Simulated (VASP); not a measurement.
# Pb (Fm-3m) in VASP: further runs, part 2 of 2

VASP 6.6.1.

### 3 Relaxation of cell and atoms, PBE

INCAR

```
PREC = Accurate
ENCUT = 600
EDIFF = 1E-6
ISMEAR = -1
SIGMA = 0.05
LREAL = False
LASPH = True
NELM = 80
ALGO = Normal
ISIF = 3
LWAVE = False
LCHARG = False
GGA = PE
IBRION = 2
NSW = 45
EDIFFG = -0.005
```

KPOINTS

```
Automatic mesh
0
Gamma
  14 14 14
```

POSCAR

```
Pb
1.0
    0.0000000000      2.5202669210      2.5202669210
    2.5202669210      0.0000000000      2.5202669210
    2.5202669210      2.5202669210      0.0000000000
Pb
1
Direct
    0.0000000000      0.0000000000      0.0000000000
```

Potentials or basis: VASP PAW PBE potentials, release 64 (Pb_d).

Command:

```
$ cat potpaw_PBE.64/Pb_d/POTCAR > POTCAR
$ mpirun -np 1 vasp_std > vasp.out
```

OUTCAR:

```text
PREC = Accurate
   ENCUT = 600
   EDIFF = 1E-6
   ISMEAR = -1
   LREAL = False
   LASPH = True
   NELM = 80
   ISIF = 3
   GGA = PE
   IBRION = 2
   NSW = 45
   EDIFFG = -0.005

 ion  position               nearest neighbor table
   1  0.000  0.000  0.000-

  LATTYP: Found a face centered cubic cell.
 ALAT       =     5.0405338420

  Lattice vectors:

 A1 = (   0.0000000000,   2.5202669210,   2.5202669210)
 A2 = (   2.5202669210,   0.0000000000,   2.5202669210)
 A3 = (   2.5202669210,   2.5202669210,   0.0000000000)

Analysis of symmetry for initial positions (statically):
=====================================================================
 Subroutine PRICEL returns:
 Original cell was already a primitive cell.

 Routine SETGRP: Setting up the symmetry group for a
 face centered cubic supercell.

 Subroutine GETGRP returns: Found 48 space group operations
 (whereof 48 operations were pure point group operations)
 out of a pool of 48 trial point group operations.

The static configuration has the point symmetry O_h .

Analysis of symmetry for dynamics (positions and initial velocities):
=====================================================================
 Subroutine PRICEL returns:
 Original cell was already a primitive cell.

 Routine SETGRP: Setting up the symmetry group for a
 face centered cubic supercell.

 Subroutine GETGRP returns: Found 48 space group operations
 (whereof 48 operations were pure point group operations)
 out of a pool of 48 trial point group operations.

The dynamic configuration has the point symmetry O_h .

 Subroutine INISYM returns: Found 48 space group operations
 (whereof 48 operations are pure point group operations),
 and found     1 'primitive' translations

----------------------------------------------------------------------------------------

                                     Primitive cell

  volume of cell :      32.0162

  direct lattice vectors                    reciprocal lattice vectors
     0.000000000  2.520266921  2.520266921    -0.198391685  0.198391685  0.198391685
     2.520266921  0.000000000  2.520266921     0.198391685 -0.198391685  0.198391685
     2.520266921  2.520266921  0.000000000     0.198391685  0.198391685 -0.198391685

  length of vectors
     3.564195660  3.564195660  3.564195660     0.343624477  0.343624477  0.343624477

  position of ions in fractional coordinates (direct lattice)
     0.000000000  0.000000000  0.000000000

  ion indices of the primitive-cell ions
   primitive index   ion index
                 1           1

----------------------------------------------------------------------------------------

 KPOINTS: Automatic mesh

Automatic generation of k-mesh.
 Grid dimensions read from file:
 generate k-points for:   14   14   14

 Generating k-lattice:

  Cartesian coordinates                     Fractional coordinates (reciprocal lattice)
    -0.014170835  0.014170835  0.014170835     0.071428571  0.000000000  0.000000000
     0.014170835 -0.014170835  0.014170835     0.000000000  0.071428571  0.000000000
     0.014170835  0.014170835 -0.014170835     0.000000000  0.000000000  0.071428571

  Length of vectors
     0.024544606  0.024544606  0.024544606

  Shift w.r.t. Gamma in fractional coordinates (k-lattice)
     0.000000000  0.000000000  0.000000000

 Subroutine IBZKPT returns following result:
 ===========================================

 Found    104 irreducible k-points:

 Following reciprocal coordinates:
            Coordinates               Weight
  0.000000  0.000000  0.000000      1.000000
  0.071429  0.000000  0.000000      8.000000
  0.142857  0.000000  0.000000      8.000000
  0.214286  0.000000  0.000000      8.000000
  0.285714  0.000000  0.000000      8.000000
  0.357143  0.000000  0.000000      8.000000
[... 16 lines left out ...]
  0.214286  0.142857  0.000000     24.000000
  0.285714  0.142857  0.000000     24.000000
 [... further k-points ...]
   k-points           NKPTS =    104   k-points in BZ     NKDIM =    104   number of bands    NBANDS=     11
   number of dos      NEDOS =    301   number of ions     NIONS =      1
   total plane-waves  NPLWV =  21952
   dimension x,y,z NGX =    28 NGY =   28 NGZ =   28
   dimension x,y,z NGXF=    56 NGYF=   56 NGZF=   56
   ions per type =               1
   NGX,Y,Z   is equivalent  to a cutoff of  13.06, 13.06, 13.06 a.u.
   NGXF,Y,Z  is equivalent  to a cutoff of  26.12, 26.12, 26.12 a.u.
 SYSTEM =  unknown system
   PREC   = accura    normal or accurate (medium, high low for compatibility)
   ISTART =      0    job   : 0-new  1-cont  2-samecut
   ICHARG =      2    charge: 1-file 2-atom 10-const
   ISPIN  =      1    spin polarized calculation?
   LNONCOLLINEAR =      F non collinear calculations
   LSORBIT =      F    spin-orbit coupling
   LASPH  =      T    aspherical Exc in radial PAW
   ENCUT  =  600.0 eV  44.10 Ry    6.64 a.u.   7.12  7.12  7.12*2*pi/ulx,y,z
   NELM   =     80;   NELMIN=  2; NELMDL= -5     # of ELM steps
   EDIFF  = 0.1E-05   stopping-criterion for ELM
   LREAL  =      F    real-space projection
   EDIFFG = -.5E-02   stopping-criterion for IOM
   NSW    =     45    number of steps for IOM
   IBRION =      2    ionic relax: 0-MD 1-quasi-New 2-CG
   NFREE  =      1    steps in history (QN), initial steepest desc. (CG)
   ISIF   =      3    stress and relaxation
   ISYM   =      2    0-nonsym 1-usesym 2-fastsym
   POTIM  = 0.5000    time-step for ionic-motion
   TEBEG  =    0.0;   TEEND  =   0.0 temperature during run
   PSTRESS=    0.0 pullay stress
   NELECT =      14.0000    total number of electrons
   NUPDOWN=      -1.0000    fix difference up-down
   EMIN   =  10.00;   EMAX   =-10.00  energy-range for DOS
   EFERMI =   0.00;   METHOD = LEGACY
   ISMEAR =    -1;   SIGMA  =   0.05  broadening in eV -4-tet -1-fermi 0-gaus
   EFERMI_NEDOS =   21; number of points for ismear=-14 and -15
   IALGO  =     38    algorithm
   IMIX   =      4    mixing-type and parameters
     AMIX     =   0.40;   BMIX     =  1.00
     AMIX_MAG =   1.60;   BMIX_MAG =  1.00
  volume/ion in A,a.u.               =      32.02       216.06
  Fermi-wavevector in a.u.,A,eV,Ry     =   1.242589  2.348153 21.007781  1.544028
  Thomas-Fermi vector in A             =   2.376937
   LORBIT       =      0    0 simple, 1 ext, 2 COOP (PROOUT), +10 PAW based schemes
   GGA     = PE    functional components
   LHFCALC =     F    Hartree Fock is set to
   AEXX    =    0.0000 exact exchange contribution
   IVDW    =     0    specifies the selected vdW correction
   LEPSILON=     F    determine dielectric tensor
   LRPA    =     F    only Hartree local field effects (RPA)
 conjugate gradient relaxation of ions
 non-spin polarized calculation
  energy-cutoff  :      600.00
  volume of cell :       32.02
 maximum number of plane-waves:      1090
   NGX = 15   NGY = 15   NGZ = 15

 number of electron      14.0000003 magnetization

 Free energy of the ion-electron system (eV)
  ---------------------------------------------------
  ext. energy  EPLUGINS =         0.00000000
  ---------------------------------------------------
  free energy    TOTEN  =        -3.56967259 eV

  energy without entropy =       -3.56586789  energy(sigma->0) =       -3.56777024

 E-fermi :   6.6977     XC(G=0):  -9.9266

 val. band max:        6.6885635540   @ k =   0.3571   0.2857   0.0000
 cond. band min:       6.7428541508   @ k =  -0.2857   0.2857   0.0714
 fundamental gap:      0.0542905967
 Fermi energy:         6.6976734327

 k-point     1 :       0.0000    0.0000    0.0000
  band No.  band energies     occupation
      1     -10.3487      2.00000
      2     -10.3487      2.00000
      3     -10.3487      2.00000
      4     -10.2306      2.00000
      5     -10.2306      2.00000
      6      -4.7093      2.00000
      7      13.6833      0.00000
      8      13.6833      0.00000
      9      13.6833      0.00000
     10      16.4123      0.00000
     11      17.3407      0.00000
[... 309 lines left out ...]
 k-point    24 :       0.2857    0.1429    0.0000
  band No.  band energies     occupation
      1     -10.3820      2.00000
      2     -10.2990      2.00000
      3     -10.2754      2.00000
      4     -10.2390      2.00000
      5     -10.1713      2.00000
      6      -3.3648      2.00000
      7       7.8043      0.00000
      8      11.1874      0.00000
      9      11.3712      0.00000
     10      14.9774      0.00000
     11      16.4755      0.00000

 [... further k-points ...]

------------------------ aborting loop because EDIFF is reached ----------------------------------------

  FORCE on cell =-STRESS in cart. coord.  units (eV):
  Direction    XX          YY          ZZ          XY          YZ          ZX
  --------------------------------------------------------------------------------------
  -------------------------------------------------------------------------------------
  Total        0.0041515      0.0041515      0.0041515     -0.0000000     -0.0000000      0.0000000
  in kB        0.2077516      0.2077516      0.2077516     -0.0000000     -0.0000000      0.0000000
  external PRESSURE =       0.2077516 kB  Pullay stress =       0.0000000 kB

 VOLUME and BASIS-vectors are now :
 -----------------------------------------------------------------------------
  energy-cutoff  :      600.00
  volume of cell :       32.02
      direct lattice vectors                 reciprocal lattice vectors
     0.000000000  2.520266921  2.520266921    -0.198391685  0.198391685  0.198391685
     2.520266921  0.000000000  2.520266921     0.198391685 -0.198391685  0.198391685
     2.520266921  2.520266921  0.000000000     0.198391685  0.198391685 -0.198391685

 POSITION                                       TOTAL-FORCE (eV/Angst)
 -----------------------------------------------------------------------------------
      0.00000      0.00000      0.00000        -0.000000      0.000000      0.000000
 -----------------------------------------------------------------------------------
    total drift:                               -0.000000     -0.000000     -0.000000

  FREE ENERGIE OF THE ION-ELECTRON SYSTEM (eV)
  ---------------------------------------------------
  free  energy   TOTEN  =        -3.5696725914 eV

  energy  without entropy=       -3.5658678940  energy(sigma->0) =       -3.56777024

 reached required accuracy - stopping structural energy minimisation
```

It took 18 s on 1 thread of AMD EPYC 9R45 (Zen 5), shared host; peak memory 0.16 GiB.

Results:

- Free energy: -3.5697 eV
- Pressure after relaxing: 0.0 GPa
- Band gap on the k mesh: zero (band 7 reaches 13.68 eV, above the bottom of band 8 at 5.24 eV)

Final structure:
```
Pb
1.0
     0.00000    2.52027    2.52027
     2.52027    0.00000    2.52027
     2.52027    2.52027    0.00000
Pb
1
Direct
  0.00000 0.00000 0.00000
```

Caveat: the relaxation stopped at its first step, so nothing moved; spin-orbit coupling is left out, which moves the levels of the heavy elements.
